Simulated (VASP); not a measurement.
# ZrB2 (P6/mmm) in VASP: notebook

Runs on ZrB2. Level: PBEsol. Tasks: single point.

Everything below comes from runs of VASP 6.6.1. Logs are shortened: lines on timing, memory, paths and dates and some standing lists are left out, and cuts for length are marked.

## 1. The cell of the first run

Symmetry: P6/mmm, No. 191, hexagonal system. The conventional cell has a = 3.186 Å, b = 3.186 Å, c = 3.331 Å, α = 90.00°, β = 90.00°, γ = 120.00°. Within 3.4 Å of Zr (site symmetry 6/mmm) lie 12 B at 2.48 Å and 8 Zr at 3.19 to 3.33 Å. B (site symmetry -6m2) has 3 B at 1.84 Å and 6 Zr at 2.48 Å within 2.5 Å.

## 2. Single point, PBEsol

Input file INCAR:

```
SYSTEM = ZrB2
ALGO = Normal
EDIFF = 1E-7
ENCUT = 520
GGA = PS
ISIF = 2
ISMEAR = 0
LASPH = .True.
LCHARG = .False.
LREAL = .False.
LWAVE = .False.
NBANDS = 16
NELM = 60
PREC = Accurate
SIGMA = 0.15
```

Input file KPOINTS:

```
k-points
0
Gamma
  15 15 12
  0 0 0
```

Input file POSCAR:

```
ZrB2
1.0
    3.1864000000      0.0000000000      0.0000000000
   -1.5932000000      2.7595033466      0.0000000000
    0.0000000000      0.0000000000      3.3314000000
Zr B
1 2
Direct
    0.0000000000      0.0000000000      0.0000000000
    0.3333333333      0.6666666667      0.5000000000
    0.6666666667      0.3333333333      0.5000000000
```

Potentials or basis: VASP PAW PBE potentials, release 64 (Zr_sv, B).

Started as:

```sh
cat potpaw_PBE.64/Zr_sv/POTCAR potpaw_PBE.64/B/POTCAR > POTCAR
mpirun -np 1 vasp_std > vasp.out
```

OUTCAR:

```text
SYSTEM = ZrB2
   EDIFF = 1E-7
   ENCUT = 520
   GGA = PS
   ISIF = 2
   ISMEAR = 0
   LASPH = .True.
   LREAL = .False.
   NELM = 60
   PREC = Accurate

 ion  position               nearest neighbor table
   1  0.000  0.000  0.000-   2 2.48   3 2.48   2 2.48   3 2.48   2 2.48   2 2.48   3 2.48   3 2.48
                             3 2.48   3 2.48   2 2.48   2 2.48
   2  0.333  0.667  0.500-   3 1.84   3 1.84   3 1.84   1 2.48   1 2.48   1 2.48   1 2.48   1 2.48
                             1 2.48
   3  0.667  0.333  0.500-   2 1.84   2 1.84   2 1.84   1 2.48   1 2.48   1 2.48   1 2.48   1 2.48
                             1 2.48

  LATTYP: Found a hexagonal cell.
 ALAT       =     3.1864000000
 C/A-ratio  =     1.0455059001

  Lattice vectors:

 A1 = (   3.1864000000,   0.0000000000,   0.0000000000)
 A2 = (  -1.5932000000,   2.7595033466,   0.0000000000)
 A3 = (   0.0000000000,   0.0000000000,   3.3314000000)

Analysis of symmetry for initial positions (statically):
=====================================================================
 Subroutine PRICEL returns:
 Original cell was already a primitive cell.

 Routine SETGRP: Setting up the symmetry group for a
 hexagonal supercell.

 Subroutine GETGRP returns: Found 24 space group operations
 (whereof 24 operations were pure point group operations)
 out of a pool of 24 trial point group operations.

The static configuration has the point symmetry D_6h.

Analysis of symmetry for dynamics (positions and initial velocities):
=====================================================================
 Subroutine PRICEL returns:
 Original cell was already a primitive cell.

 Routine SETGRP: Setting up the symmetry group for a
 hexagonal supercell.

 Subroutine GETGRP returns: Found 24 space group operations
 (whereof 24 operations were pure point group operations)
 out of a pool of 24 trial point group operations.

The dynamic configuration has the point symmetry D_6h.

 Subroutine INISYM returns: Found 24 space group operations
 (whereof 24 operations are pure point group operations),
 and found     1 'primitive' translations

----------------------------------------------------------------------------------------

                                     Primitive cell

  volume of cell :      29.2926

  direct lattice vectors                    reciprocal lattice vectors
     3.186400000  0.000000000  0.000000000     0.313833794  0.181192025  0.000000000
    -1.593200000  2.759503347  0.000000000     0.000000000  0.362384050  0.000000000
     0.000000000  0.000000000  3.331400000     0.000000000  0.000000000  0.300174101

  length of vectors
     3.186400000  3.186400000  3.331400000     0.362384050  0.362384050  0.300174101

  position of ions in fractional coordinates (direct lattice)
     0.000000000  0.000000000  0.000000000
     0.333333333  0.666666667  0.500000000
     0.666666667  0.333333333  0.500000000

  ion indices of the primitive-cell ions
   primitive index   ion index
                 1           1
                 2           2
                 3           3

----------------------------------------------------------------------------------------

 KPOINTS: k-points

Automatic generation of k-mesh.
 Grid dimensions read from file:
 generate k-points for:   15   15   12

 Generating k-lattice:

  Cartesian coordinates                     Fractional coordinates (reciprocal lattice)
     0.020922253  0.012079468  0.000000000     0.066666667 -0.000000000  0.000000000
     0.000000000  0.024158937  0.000000000     0.000000000  0.066666667  0.000000000
     0.000000000  0.000000000  0.025014508     0.000000000  0.000000000  0.083333333

  Length of vectors
     0.024158937  0.024158937  0.025014508

  Shift w.r.t. Gamma in fractional coordinates (k-lattice)
     0.000000000  0.000000000  0.000000000

 Subroutine IBZKPT returns following result:
 ===========================================

 Found    189 irreducible k-points:

 Following reciprocal coordinates:
            Coordinates               Weight
  0.000000  0.000000  0.000000      1.000000
  0.066667  0.000000  0.000000      6.000000
  0.133333  0.000000  0.000000      6.000000
  0.200000  0.000000  0.000000      6.000000
  0.266667  0.000000  0.000000      6.000000
  0.333333  0.000000  0.000000      6.000000
[... 16 lines left out ...]
  0.333333  0.200000  0.000000     12.000000
  0.400000  0.200000  0.000000      6.000000
 [... further k-points ...]
   k-points           NKPTS =    189   k-points in BZ     NKDIM =    189   number of bands    NBANDS=     16
   number of dos      NEDOS =    301   number of ions     NIONS =      3
   total plane-waves  NPLWV =  16128
   dimension x,y,z NGX =    24 NGY =   24 NGZ =   28
   dimension x,y,z NGXF=    48 NGYF=   48 NGZF=   56
   ions per type =               1   2
   NGX,Y,Z   is equivalent  to a cutoff of  12.52, 12.52, 13.97 a.u.
   NGXF,Y,Z  is equivalent  to a cutoff of  25.04, 25.04, 27.95 a.u.
 SYSTEM =  ZrB2
   PREC   = accura    normal or accurate (medium, high low for compatibility)
   ISTART =      0    job   : 0-new  1-cont  2-samecut
   ICHARG =      2    charge: 1-file 2-atom 10-const
   ISPIN  =      1    spin polarized calculation?
   LNONCOLLINEAR =      F non collinear calculations
   LSORBIT =      F    spin-orbit coupling
   LASPH  =      T    aspherical Exc in radial PAW
   ENCUT  =  520.0 eV  38.22 Ry    6.18 a.u.   5.92  5.92  6.19*2*pi/ulx,y,z
   NELM   =     60;   NELMIN=  2; NELMDL= -5     # of ELM steps
   EDIFF  = 0.1E-06   stopping-criterion for ELM
   LREAL  =      F    real-space projection
   EDIFFG = 0.1E-05   stopping-criterion for IOM
   NSW    =      0    number of steps for IOM
   IBRION =     -1    ionic relax: 0-MD 1-quasi-New 2-CG
   NFREE  =      0    steps in history (QN), initial steepest desc. (CG)
   ISIF   =      2    stress and relaxation
   ISYM   =      2    0-nonsym 1-usesym 2-fastsym
   POTIM  = 0.5000    time-step for ionic-motion
   TEBEG  =    0.0;   TEEND  =   0.0 temperature during run
   PSTRESS=    0.0 pullay stress
   NELECT =      18.0000    total number of electrons
   NUPDOWN=      -1.0000    fix difference up-down
   EMIN   =  10.00;   EMAX   =-10.00  energy-range for DOS
   EFERMI =   0.00;   METHOD = LEGACY
   ISMEAR =     0;   SIGMA  =   0.15  broadening in eV -4-tet -1-fermi 0-gaus
   EFERMI_NEDOS =   21; number of points for ismear=-14 and -15
   IALGO  =     38    algorithm
   IMIX   =      4    mixing-type and parameters
     AMIX     =   0.40;   BMIX     =  1.00
     AMIX_MAG =   1.60;   BMIX_MAG =  1.00
  volume/ion in A,a.u.               =       9.76        65.89
  Fermi-wavevector in a.u.,A,eV,Ry     =   1.391809  2.630138 26.356288  1.937133
  Thomas-Fermi vector in A             =   2.515612
   LORBIT       =      0    0 simple, 1 ext, 2 COOP (PROOUT), +10 PAW based schemes
   GGA     = PS    functional components
   LHFCALC =     F    Hartree Fock is set to
   AEXX    =    0.0000 exact exchange contribution
   IVDW    =     0    specifies the selected vdW correction
   LEPSILON=     F    determine dielectric tensor
   LRPA    =     F    only Hartree local field effects (RPA)
 non-spin polarized calculation
 Gauss-broadening in eV      SIGMA  =   0.15
  energy-cutoff  :      520.00
  volume of cell :       29.29
 maximum number of plane-waves:       804
 NGX is ok and might be reduce to    24
   NGX = 11   NGY = 11   NGZ = 13

 number of electron      18.0000000 magnetization

 Free energy of the ion-electron system (eV)
  ---------------------------------------------------
  ext. energy  EPLUGINS =         0.00000000
  ---------------------------------------------------
  free energy    TOTEN  =       -26.29966612 eV

  energy without entropy =      -26.29634096  energy(sigma->0) =      -26.29800354

 E-fermi :  10.9789     XC(G=0): -12.7745

 val. band max:       10.8528355792   @ k =   0.0667   0.0667   0.2500
 cond. band min:      10.9794462280   @ k =   0.2667   0.2000   0.0000
 fundamental gap:      0.1266106488
 Fermi energy:        10.9788782188

 k-point     1 :       0.0000    0.0000    0.0000
  band No.  band energies     occupation
      1     -37.2716      2.00000
      2     -15.4627      2.00000
      3     -14.9924      2.00000
      4     -14.9924      2.00000
      5      -1.8463      2.00000
      6       7.8075      2.00000
[... 8 lines left out ...]
     15      15.9875      0.00000
     16      15.9875      0.00000

 k-point     2 :       0.0667    0.0000    0.0000
  band No.  band energies     occupation
      1     -37.2666      2.00000
      2     -15.4553      2.00000
      3     -15.0382      2.00000
      4     -15.0023      2.00000
      5      -1.7526      2.00000
      6       7.5590      2.00000
[... 8 lines left out ...]
     15      16.8044      0.00000
     16      16.9408      0.00000

 k-point     3 :       0.1333    0.0000    0.0000
  band No.  band energies     occupation
      1     -37.2525      2.00000
      2     -15.4342      2.00000
      3     -15.1657      2.00000
      4     -15.0301      2.00000
      5      -1.4799      2.00000
      6       6.9285      2.00000
[... 8 lines left out ...]
     15      17.4481      0.00000
     16      18.0591      0.00000

 k-point     4 :       0.2000    0.0000    0.0000
  band No.  band energies     occupation
      1     -37.2317      2.00000
      2     -15.4029      2.00000
      3     -15.3483      2.00000
      4     -15.0706      2.00000
      5      -1.0506      2.00000
      6       6.1125      2.00000
[... 8 lines left out ...]
     15      17.9855      0.00000
     16      18.1270      0.00000

 k-point     5 :       0.2667    0.0000    0.0000
  band No.  band energies     occupation
      1     -37.2076      2.00000
      2     -15.5509      2.00000
      3     -15.3668      2.00000
      4     -15.1167      2.00000
      5      -0.4937      2.00000
      6       5.2359      2.00000
[... 8 lines left out ...]
     15      18.6884      0.00000
     16      19.7312      0.00000

 k-point     6 :       0.3333    0.0000    0.0000
  band No.  band energies     occupation
      1     -37.1845      2.00000
      2     -15.7384      2.00000
      3     -15.3319      2.00000
      4     -15.1604      2.00000
      5       0.1611      2.00000
      6       4.3538      2.00000
[... 8 lines left out ...]
     15      19.7559      0.00000
     16      21.2822      0.00000
[... 267 lines left out ...]
 k-point    21 :       0.2000    0.2000    0.0000
  band No.  band energies     occupation
      1     -37.1789      2.00000
      2     -15.6951      2.00000
      3     -15.3235      2.00000
      4     -15.2679      2.00000
      5       0.3365      2.00000
      6       4.6615      2.00000
[... 8 lines left out ...]
     15      19.0052      0.00000
     16      20.3781      0.00000

 k-point    22 :       0.2667    0.2000    0.0000
  band No.  band energies     occupation
      1     -37.1617      2.00000
      2     -15.7817      2.00000
      3     -15.3530      2.00000
      4     -15.2977      2.00000
      5       1.0251      2.00000
      6       4.0836      2.00000
[... 8 lines left out ...]
     15      19.3190      0.00000
     16      21.1135      0.00000

 k-point    23 :       0.3333    0.2000    0.0000
  band No.  band energies     occupation
      1     -37.1501      2.00000
      2     -15.8356      2.00000
      3     -15.4147      2.00000
      4     -15.2801      2.00000
      5       1.7807      2.00000
      6       3.3883      2.00000
[... 8 lines left out ...]
     15      20.4286      0.00000
     16      21.2138      0.00000

 k-point    24 :       0.4000    0.2000    0.0000
  band No.  band energies     occupation
      1     -37.1459      2.00000
      2     -15.8537      2.00000
      3     -15.4373      2.00000
      4     -15.2738      2.00000
      5       2.4508      2.00000
      6       2.7319      2.00000
[... 8 lines left out ...]
     15      20.8947      0.00000
     16      20.9488      0.00000

 [... further k-points ...]

------------------------ aborting loop because EDIFF is reached ----------------------------------------

  FORCE on cell =-STRESS in cart. coord.  units (eV):
  Direction    XX          YY          ZZ          XY          YZ          ZX
  --------------------------------------------------------------------------------------
  -------------------------------------------------------------------------------------
  Total        0.2321199      0.2321199      4.0921822      0.0000000      0.0000000      0.0000000
  in kB       12.6959440     12.6959440    223.8244577      0.0000000      0.0000000      0.0000000
  external PRESSURE =      83.0721152 kB  Pullay stress =       0.0000000 kB

 VOLUME and BASIS-vectors are now :
 -----------------------------------------------------------------------------
  energy-cutoff  :      520.00
  volume of cell :       29.29
      direct lattice vectors                 reciprocal lattice vectors
     3.186400000  0.000000000  0.000000000     0.313833794  0.181192025  0.000000000
    -1.593200000  2.759503347  0.000000000     0.000000000  0.362384050  0.000000000
     0.000000000  0.000000000  3.331400000     0.000000000  0.000000000  0.300174101

 POSITION                                       TOTAL-FORCE (eV/Angst)
 -----------------------------------------------------------------------------------
      0.00000      0.00000      0.00000         0.000000     -0.000000      0.000000
     -0.00000      1.83967      1.66570         0.000000     -0.000000      0.000000
      1.59320      0.91983      1.66570        -0.000000      0.000000     -0.000000
 -----------------------------------------------------------------------------------
    total drift:                               -0.000000      0.000000      0.000000

  FREE ENERGIE OF THE ION-ELECTRON SYSTEM (eV)
  ---------------------------------------------------
  free  energy   TOTEN  =       -26.2996661212 eV

  energy  without entropy=      -26.2963409590  energy(sigma->0) =      -26.29800354
```

Run time: 48 s. Hardware: 1 thread of AMD EPYC 9R45 (Zen 5), shared host; peak memory 0.18 GiB.

Results:

| Quantity | Value |
| --- | --- |
| Free energy | -26.2997 eV |
| Pressure | 8.3 GPa |
| Band gap on the k mesh | zero (bands 9 and 10 overlap by 0.94 eV) |

Caveat: the cell stands under pressure; the PAW data sets were made with another functional, which shifts forces and pressure a little.

(Part 1 of 2 ends here.)
